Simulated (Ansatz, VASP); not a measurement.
One calculation of Os, two programs

INCAR

```
AGGAC    = 1.0          
AGGAX    = 1.0          
ALDAC    = 0.0          
ALDAX    = 1.0          
ALGO     = Normal         # electronic algorithm
EDIFF    = 1E-6           # SCF threshold, eV
ENCUT    = 520            # plane-wave cutoff, eV
GGA      = B5             # functional
ISIF     = 2              # what is computed and relaxed
ISMEAR   = -1             # smearing method
LASPH    = T              # aspherical terms in the spheres
LCHARG   = T              # write CHGCAR
LELF     = T              # ELF
LREAL    = F              # projectors in reciprocal space
LVHAR    = T            
LWAVE    = F              # write WAVECAR
NBANDS   = 10             # bands
NELM     = 60             # most SCF steps
PREC     = Accurate       # precision mode
SIGMA    = 0.1            # smearing width, eV
```

Contents of KPOINTS:

```
k-points
0
Gamma
  14 14 14
```

Contents of POSCAR:

```
Os
1.0
    2.6651460261      0.0000000000      0.0000000000
    0.0000000000      2.6651460261      0.0000000000
    0.0000000000      0.0000000000      2.6651460261
Os
1
Direct
    0.0000000000      0.0000000000      0.0000000000
```

Input for Ansatz:

```yaml
crystal:
  lattice:
    - [2.6651460261, 0.0, 0.0]
    - [0.0, 2.6651460261, 0.0]
    - [0.0, 0.0, 2.6651460261]
  atoms:
    - { symbol: Os, position: [0.0, 0.0, 0.0] }
hamiltonian:
  xc: blyp
  pseudopotentials:
    kind: paw
    azcp:
      Os: "pseudopotentials/Os.paw.azcp"
basis:
  ecutwfc: 420
  fft_grid_basis: typed
kpoints:
  mp_grid: { grid: [14, 14, 14], shift: [0, 0, 0] }
magnetization:
  spin_polarized: false
scf:
  occupations: { method: fermi_dirac, width: 0.1 }
  lower_state_search: "off"
output:
  stress: true
  write_density: true
  write_potential: true
  elf: true
  volumetric_format: npy
```

Alike in both runs: task single point; functional BLYP; k mesh 14 × 14 × 14; occupations fermi-dirac, width 0.1 eV; no spin polarisation.

|  | VASP | Ansatz |
| --- | --- | --- |
| version | VASP 6.6.1 | Ansatz 0.2.0 |
| potentials or method | VASP PAW PBE potentials, release 64 (Os), cutoff 520 eV | plane waves (420 eV) with PAW, scalar-relativistic |
| valence electrons in the cell | 8 | 16 |

VASP gave:

```
pressure (GPa) : -13.6
```

Problem. Which values does Ansatz return?

Solution. Pressure (GPa): -14.7.

VASP's potentials were made for PBE, not for BLYP. With one functional, cell and mesh, what is left measures potentials, basis and numerics. VASP's potentials hold 8 valence electrons a cell and Ansatz's 16, so a difference there can come from the potentials and not from the codes.

Neither program's run includes spin-orbit coupling.
